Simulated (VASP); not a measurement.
A run of VASP 6.6.1 is set up as follows.

Contents of INCAR:

```
PREC = Accurate
ENCUT = 600
EDIFF = 1E-6
ISMEAR = 0
SIGMA = 0.02
LREAL = False
LASPH = True
NELM = 60
ALGO = Normal
ISIF = 3
LWAVE = False
LCHARG = False
GGA = PS
IBRION = 2
NSW = 100
EDIFFG = -0.005
```

File KPOINTS:

```
regular mesh
0
Gamma
  12 12 12
```

Contents of POSCAR:

```
Si
1.0
    0.0000000000      2.7169171376      2.7169171376
    2.7169171376      0.0000000000      2.7169171376
    2.7169171376      2.7169171376      0.0000000000
Si
2
Direct
    0.7500000000      0.7500000000      0.7500000000
    0.5000000000      0.5000000000      0.5000000000
```

Potentials or basis: VASP PAW PBE potentials, release 64 (Si).

Run with:

```bash
$ cat potpaw_PBE.64/Si/POTCAR > POTCAR
$ mpirun -np 1 vasp_std > vasp.out
```

**Question.** What does it give for the relaxed cell?

**Answer.** a = 3.844 Å, b = 3.844 Å, c = 3.844 Å, α = 60.00°, β = 60.00°, γ = 60.00°.

**Question.** What does it give for the space group after relaxing (to 0.05 Å)?

**Answer.** Fd-3m (No. 227).

**Question.** What does it give for the band gap on the k mesh?

**Answer.** 0.46 eV, indirect (least direct gap 2.52 eV).

**Question.** Estimate the relaxed volume.

**Answer.** 20.08 Å³/atom.

Final structure:
```cif
data_structure
_symmetry_space_group_name_H-M 'P 1'
_symmetry_Int_Tables_number 1
_cell_length_a 3.8437
_cell_length_b 3.8437
_cell_length_c 3.8437
_cell_angle_alpha 60.000
_cell_angle_beta 60.000
_cell_angle_gamma 60.000
_cell_volume 40.15
loop_
_atom_site_label
_atom_site_type_symbol
_atom_site_fract_x
_atom_site_fract_y
_atom_site_fract_z
_atom_site_occupancy
Si1 Si 0.75000 0.75000 0.75000 1
Si2 Si 0.50000 0.50000 0.50000 1
```

Caveat: the PAW data sets were made with another functional, which shifts forces and pressure a little. A k mesh can miss the band edges.
